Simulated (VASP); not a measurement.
# YN (Fm-3m) in VASP: single point with PBEsol

Aim: the single point of YN with PBEsol.

Program: VASP 6.6.1. These are calculated values, not measurements. Logs are shortened: lines on timing, memory, paths and dates and some standing lists are left out, and cuts for length are marked.

## 1. The cell of the first run

The structure is cubic, space group Fm-3m (No. 225). Conventional cell: a = 4.877 Å, b = 4.877 Å, c = 4.877 Å, α = 90.00°, β = 90.00°, γ = 90.00°. Within 3.2 Å of Y (site symmetry m-3m) lie 6 N at 2.44 Å. Within 3.2 Å of N (site symmetry m-3m) lie 6 Y at 2.44 Å.

## 2. Single point, PBEsol

INCAR

```
  PREC = Accurate
  ENCUT = 600
  EDIFF = 1E-6
  ISMEAR = 0
  SIGMA = 0.01
  LREAL = F
  LASPH = T
  NELM = 120
  ALGO = Normal
  ISIF = 2
  LWAVE = F
  LCHARG = F
  GGA = PS
  NBANDS = 15
  GGA_COMPAT = F
```

KPOINTS

```
Automatic mesh
0
Gamma
  6 6 6
```

POSCAR

```
YN
1.0
    0.0000000000      2.4385000000      2.4385000000
    2.4385000000      0.0000000000      2.4385000000
    2.4385000000      2.4385000000      0.0000000000
Y N
1 1
Direct
    0.0000000000      0.0000000000      0.0000000000
    0.5000000000      0.5000000000      0.5000000000
```

Potentials or basis: VASP PAW PBE potentials, release 64 (Y_sv, N).

Launch:

```console
$ cat potpaw_PBE.64/Y_sv/POTCAR potpaw_PBE.64/N/POTCAR > POTCAR
$ mpirun -np 1 vasp_std > vasp.out
```

OUTCAR:

```text
PREC = Accurate
   ENCUT = 600
   EDIFF = 1E-6
   ISMEAR = 0
   LREAL = F
   LASPH = T
   NELM = 120
   ISIF = 2
   GGA = PS

 ion  position               nearest neighbor table
   1  0.000  0.000  0.000-   2 2.44   2 2.44   2 2.44   2 2.44   2 2.44   2 2.44
   2  0.500  0.500  0.500-   1 2.44   1 2.44   1 2.44   1 2.44   1 2.44   1 2.44

  LATTYP: Found a face centered cubic cell.
 ALAT       =     4.8770000000

  Lattice vectors:

 A1 = (   0.0000000000,   2.4385000000,   2.4385000000)
 A2 = (   2.4385000000,   0.0000000000,   2.4385000000)
 A3 = (   2.4385000000,   2.4385000000,   0.0000000000)

Analysis of symmetry for initial positions (statically):
=====================================================================
 Subroutine PRICEL returns:
 Original cell was already a primitive cell.

 Routine SETGRP: Setting up the symmetry group for a
 face centered cubic supercell.

 Subroutine GETGRP returns: Found 48 space group operations
 (whereof 48 operations were pure point group operations)
 out of a pool of 48 trial point group operations.

The static configuration has the point symmetry O_h .

Analysis of symmetry for dynamics (positions and initial velocities):
=====================================================================
 Subroutine PRICEL returns:
 Original cell was already a primitive cell.

 Routine SETGRP: Setting up the symmetry group for a
 face centered cubic supercell.

 Subroutine GETGRP returns: Found 48 space group operations
 (whereof 48 operations were pure point group operations)
 out of a pool of 48 trial point group operations.

The dynamic configuration has the point symmetry O_h .

 Subroutine INISYM returns: Found 48 space group operations
 (whereof 48 operations are pure point group operations),
 and found     1 'primitive' translations

----------------------------------------------------------------------------------------

                                     Primitive cell

  volume of cell :      29.0000

  direct lattice vectors                    reciprocal lattice vectors
     0.000000000  2.438500000  2.438500000    -0.205044084  0.205044084  0.205044084
     2.438500000  0.000000000  2.438500000     0.205044084 -0.205044084  0.205044084
     2.438500000  2.438500000  0.000000000     0.205044084  0.205044084 -0.205044084

  length of vectors
     3.448559772  3.448559772  3.448559772     0.355146772  0.355146772  0.355146772

  position of ions in fractional coordinates (direct lattice)
     0.000000000  0.000000000  0.000000000
     0.500000000  0.500000000  0.500000000

  ion indices of the primitive-cell ions
   primitive index   ion index
                 1           1
                 2           2

----------------------------------------------------------------------------------------

 KPOINTS: Automatic mesh

Automatic generation of k-mesh.
 Grid dimensions read from file:
 generate k-points for:    6    6    6

 Generating k-lattice:

  Cartesian coordinates                     Fractional coordinates (reciprocal lattice)
    -0.034174014  0.034174014  0.034174014     0.166666667  0.000000000  0.000000000
     0.034174014 -0.034174014  0.034174014     0.000000000  0.166666667  0.000000000
     0.034174014  0.034174014 -0.034174014     0.000000000  0.000000000  0.166666667

  Length of vectors
     0.059191129  0.059191129  0.059191129

  Shift w.r.t. Gamma in fractional coordinates (k-lattice)
     0.000000000  0.000000000  0.000000000

 Subroutine IBZKPT returns following result:
 ===========================================

 Found     16 irreducible k-points:

 Following reciprocal coordinates:
            Coordinates               Weight
  0.000000  0.000000  0.000000      1.000000
  0.166667  0.000000  0.000000      8.000000
  0.333333  0.000000  0.000000      8.000000
  0.500000  0.000000  0.000000      4.000000
  0.166667  0.166667  0.000000      6.000000
  0.333333  0.166667  0.000000     24.000000
[... 8 lines left out ...]
 -0.333333  0.333333  0.166667     24.000000
 -0.333333  0.500000  0.166667     12.000000
   k-points           NKPTS =     16   k-points in BZ     NKDIM =     16   number of bands    NBANDS=     15
   number of dos      NEDOS =    301   number of ions     NIONS =      2
   total plane-waves  NPLWV =  21952
   dimension x,y,z NGX =    28 NGY =   28 NGZ =   28
   dimension x,y,z NGXF=    56 NGYF=   56 NGZF=   56
   ions per type =               1   1
   NGX,Y,Z   is equivalent  to a cutoff of  13.50, 13.50, 13.50 a.u.
   NGXF,Y,Z  is equivalent  to a cutoff of  27.00, 27.00, 27.00 a.u.
 SYSTEM =  unknown system
   PREC   = accura    normal or accurate (medium, high low for compatibility)
   ISTART =      0    job   : 0-new  1-cont  2-samecut
   ICHARG =      2    charge: 1-file 2-atom 10-const
   ISPIN  =      1    spin polarized calculation?
   LNONCOLLINEAR =      F non collinear calculations
   LSORBIT =      F    spin-orbit coupling
   LASPH  =      T    aspherical Exc in radial PAW
   ENCUT  =  600.0 eV  44.10 Ry    6.64 a.u.   6.89  6.89  6.89*2*pi/ulx,y,z
   NELM   =    120;   NELMIN=  2; NELMDL= -5     # of ELM steps
   EDIFF  = 0.1E-05   stopping-criterion for ELM
   LREAL  =      F    real-space projection
   EDIFFG = 0.1E-04   stopping-criterion for IOM
   NSW    =      0    number of steps for IOM
   IBRION =     -1    ionic relax: 0-MD 1-quasi-New 2-CG
   NFREE  =      0    steps in history (QN), initial steepest desc. (CG)
   ISIF   =      2    stress and relaxation
   ISYM   =      2    0-nonsym 1-usesym 2-fastsym
   POTIM  = 0.5000    time-step for ionic-motion
   TEBEG  =    0.0;   TEEND  =   0.0 temperature during run
   PSTRESS=    0.0 pullay stress
   NELECT =      16.0000    total number of electrons
   NUPDOWN=      -1.0000    fix difference up-down
   EMIN   =  10.00;   EMAX   =-10.00  energy-range for DOS
   EFERMI =   0.00;   METHOD = LEGACY
   ISMEAR =     0;   SIGMA  =   0.01  broadening in eV -4-tet -1-fermi 0-gaus
   EFERMI_NEDOS =   21; number of points for ismear=-14 and -15
   IALGO  =     38    algorithm
   IMIX   =      4    mixing-type and parameters
     AMIX     =   0.40;   BMIX     =  1.00
     AMIX_MAG =   1.60;   BMIX_MAG =  1.00
  volume/ion in A,a.u.               =      14.50        97.85
  Fermi-wavevector in a.u.,A,eV,Ry     =   1.342710  2.537353 24.529520  1.802869
  Thomas-Fermi vector in A             =   2.470842
   LORBIT       =      0    0 simple, 1 ext, 2 COOP (PROOUT), +10 PAW based schemes
   GGA     = PS    functional components
   LHFCALC =     F    Hartree Fock is set to
   AEXX    =    0.0000 exact exchange contribution
   IVDW    =     0    specifies the selected vdW correction
   LEPSILON=     F    determine dielectric tensor
   LRPA    =     F    only Hartree local field effects (RPA)
 non-spin polarized calculation
 Gauss-broadening in eV      SIGMA  =   0.01
  energy-cutoff  :      600.00
  volume of cell :       29.00
 maximum number of plane-waves:       982
   NGX = 13   NGY = 13   NGZ = 13

 number of electron      16.0000002 magnetization

 Free energy of the ion-electron system (eV)
  ---------------------------------------------------
  ext. energy  EPLUGINS =         0.00000000
  ---------------------------------------------------
  free energy    TOTEN  =       -19.11995173 eV

  energy without entropy =      -19.11995173  energy(sigma->0) =      -19.11995173

 E-fermi :   4.1061     XC(G=0): -11.4797

 val. band max:        4.0678724487   @ k =   0.0000   0.0000   0.0000
 cond. band min:       4.1442179580   @ k =   0.5000   0.5000   0.0000
 fundamental gap:      0.0763455093
 Fermi energy:         4.1060650889

 k-point     1 :       0.0000    0.0000    0.0000
  band No.  band energies     occupation
      1     -36.6161      2.00000
      2     -16.2774      2.00000
      3     -16.2774      2.00000
      4     -16.2774      2.00000
      5      -8.8194      2.00000
      6       4.0679      2.00000
      7       4.0679      2.00000
      8       4.0679      2.00000
      9       7.1528      0.00000
     10       7.1528      0.00000
     11       7.1528      0.00000
     12       8.1962      0.00000
     13       9.1789      0.00000
     14       9.1789      0.00000
     15      14.7710      0.00000

 k-point     2 :       0.1667    0.0000    0.0000
  band No.  band energies     occupation
      1     -36.5849      2.00000
      2     -16.6094      2.00000
      3     -16.2996      2.00000
      4     -16.2996      2.00000
      5      -8.3483      2.00000
      6       2.6198      2.00000
      7       3.2587      2.00000
      8       3.2587      2.00000
      9       7.3493      0.00000
     10       7.8075      0.00000
     11       7.8075      0.00000
     12       9.5816      0.00000
     13      10.4705      0.00000
     14      10.4705      0.00000
     15      16.4428      0.00000

 k-point     3 :       0.3333    0.0000    0.0000
  band No.  band energies     occupation
      1     -36.5218      2.00000
      2     -17.1932      2.00000
      3     -16.3433      2.00000
      4     -16.3433      2.00000
      5      -7.4386      2.00000
      6       0.7050      2.00000
      7       2.1876      2.00000
      8       2.1876      2.00000
      9       8.2880      0.00000
     10       9.3624      0.00000
     11       9.3624      0.00000
     12      11.2721      0.00000
     13      12.8606      0.00000
     14      12.8606      0.00000
     15      18.0206      0.00000
[... 199 lines left out ...]
 k-point    15 :      -0.3333    0.3333    0.1667
  band No.  band energies     occupation
      1     -36.4596      2.00000
      2     -17.1205      2.00000
      3     -16.7709      2.00000
      4     -16.5413      2.00000
      5      -7.6458      2.00000
      6       1.2936      2.00000
      7       2.3534      2.00000
      8       2.3756      2.00000
      9       8.2268      0.00000
     10       8.4342      0.00000
     11      11.4300      0.00000
     12      11.8734      0.00000
     13      13.3754      0.00000
     14      16.0441      0.00000
     15      16.4628      0.00000

 k-point    16 :      -0.3333    0.5000    0.1667
  band No.  band energies     occupation
      1     -36.4497      2.00000
      2     -17.0338      2.00000
      3     -16.7603      2.00000
      4     -16.6866      2.00000
      5      -7.9887      2.00000
      6       2.2741      2.00000
      7       2.4864      2.00000
      8       2.6895      2.00000
      9       6.4194      0.00000
     10       9.7311      0.00000
     11      11.3716      0.00000
     12      12.0561      0.00000
     13      12.6862      0.00000
     14      15.8460      0.00000
     15      16.1543      0.00000

------------------------ aborting loop because EDIFF is reached ----------------------------------------

  FORCE on cell =-STRESS in cart. coord.  units (eV):
  Direction    XX          YY          ZZ          XY          YZ          ZX
  --------------------------------------------------------------------------------------
  -------------------------------------------------------------------------------------
  Total       -0.3841355     -0.3841355     -0.3841355      0.0000000     -0.0000000      0.0000000
  in kB      -21.2225098    -21.2225098    -21.2225098      0.0000000     -0.0000000      0.0000000
  external PRESSURE =     -21.2225098 kB  Pullay stress =       0.0000000 kB

 VOLUME and BASIS-vectors are now :
 -----------------------------------------------------------------------------
  energy-cutoff  :      600.00
  volume of cell :       29.00
      direct lattice vectors                 reciprocal lattice vectors
     0.000000000  2.438500000  2.438500000    -0.205044084  0.205044084  0.205044084
     2.438500000  0.000000000  2.438500000     0.205044084 -0.205044084  0.205044084
     2.438500000  2.438500000  0.000000000     0.205044084  0.205044084 -0.205044084

 POSITION                                       TOTAL-FORCE (eV/Angst)
 -----------------------------------------------------------------------------------
      0.00000      0.00000      0.00000        -0.000000     -0.000000     -0.000000
      2.43850      2.43850      2.43850         0.000000      0.000000      0.000000
 -----------------------------------------------------------------------------------
    total drift:                                0.000000      0.000000      0.000000

  FREE ENERGIE OF THE ION-ELECTRON SYSTEM (eV)
  ---------------------------------------------------
  free  energy   TOTEN  =       -19.1199517335 eV

  energy  without entropy=      -19.1199517334  energy(sigma->0) =      -19.11995173
```

It took 9.4 s on 1 thread of AMD EPYC 7R13 (Zen 3), shared host; peak memory 0.14 GiB.

Results:

| Quantity | Value |
| --- | --- |
| Free energy | -19.1200 eV |
| Pressure | -2.1 GPa |
| Band gap on the k mesh | 0.08 eV (least direct gap 0.46 eV) |

Levels at points of the mesh, in eV from the valence-band top:
```csv
k point,band 5,band 6,band 7,band 8,band 9,band 10,band 11,band 12
"(0.00, 0.00, 0.00)",-12.89,0.00,0.00,0.00,3.08,3.08,3.08,4.13
"(0.50, 0.00, 0.00)",-11.04,-4.17,-2.29,-2.29,5.71,6.40,6.40,6.66
"(0.50, 0.50, 0.00)",-12.44,-1.50,-0.39,-0.39,0.08,6.89,7.29,7.98
```

Caveat: semilocal functionals underestimate gaps, and a narrow one can read as zero; the PAW data sets were made with another functional, which shifts forces and pressure a little. A k mesh can miss the band edges.
